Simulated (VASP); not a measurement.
Write the native input for VASP 6.6.1 that does the following.

| Item | Value |
| --- | --- |
| Task | single point |
| Functional | r2SCAN |
| Dispersion | D3(BJ) |
| Potentials or basis | VASP PAW PBE potentials, release 64 (Sb_d_GW) |
| Cutoff | 550 eV |
| k mesh | 8 × 8 × 8 |
| Occupations | fermi-dirac, width 0.05 eV |
| Spin | no spin polarisation |
| Dipole correction | no |
| Further INCAR settings | ALGO = Normal; EDIFF = 1e-06; NBANDS = 22 |

The system is Sb.

```
CELL_PARAMETERS angstrom
2.16127 1.24781 3.77869
-2.16127 1.24781 3.77869
0.00000 -2.49563 3.77869
ATOMIC_POSITIONS crystal
Sb 0.76720 0.76720 0.76720
Sb 0.23280 0.23280 0.23280
```

These files were run (other wordings do the same):

POSCAR

```
Sb
1.0
    2.1612749969      1.2478127013      3.7786894264
   -2.1612749969      1.2478127013      3.7786894264
    0.0000000000     -2.4956254025      3.7786894264
Sb
2
Direct
    0.7672029228      0.7672029228      0.7672029228
    0.2327970772      0.2327970772      0.2327970772
```

INCAR.step1

```
PREC = Accurate ; ENCUT = 550
ISMEAR = -1 ; SIGMA = 0.05
LREAL = F ; LASPH = T
NELM = 120 ; NBANDS = 22
GGA = PE ; ALGO = Normal
EDIFF = 1E-5 ; LWAVE = T
LCHARG = F ; GGA_COMPAT = F
```

INCAR.step2

```
PREC = Accurate ; ENCUT = 550
EDIFF = 1E-6 ; ISMEAR = -1
SIGMA = 0.05 ; LREAL = F
LASPH = T ; NELM = 120
ALGO = Normal ; ISIF = 2
LWAVE = F ; LCHARG = F
METAGGA = R2SCAN ; LMIXTAU = T
IVDW = 12 ; VDW_S6 = 1.0
VDW_S8 = 0.78981345 ; VDW_A1 = 0.49484001
VDW_A2 = 5.73083694 ; NBANDS = 22
ISTART = 1 ; GGA_COMPAT = F
```

KPOINTS

```
regular mesh
0
Gamma
  8 8 8
```

Potentials or basis: VASP PAW PBE potentials, release 64 (Sb_d_GW).

Launch:

```console
$ cat potpaw_PBE.64/Sb_d_GW/POTCAR > POTCAR
$ cp INCAR.step1 INCAR
$ mpirun -np 1 vasp_std > vasp.out
$ cp INCAR.step2 INCAR
$ mpirun -np 1 vasp_std > vasp.out
```

It gave:

```
Pressure                   : 0.0 GPa
Largest force              : 0.020 eV/Å
Band gap on the k mesh     : zero (bands 15 and 16 overlap by 0.22 eV)
Dispersion energy per atom : -0.218 eV
```

Caveat: the PAW data sets were made with another functional, which shifts forces and pressure a little; spin-orbit coupling is left out, which moves the levels of the heavy elements.

It took 9.6 min on 1 thread of Intel(R) Xeon(R) Platinum 8259CL CPU @ 2.50GHz (Skylake/Cascade Lake) (shared host), peak memory 0.28 GiB.
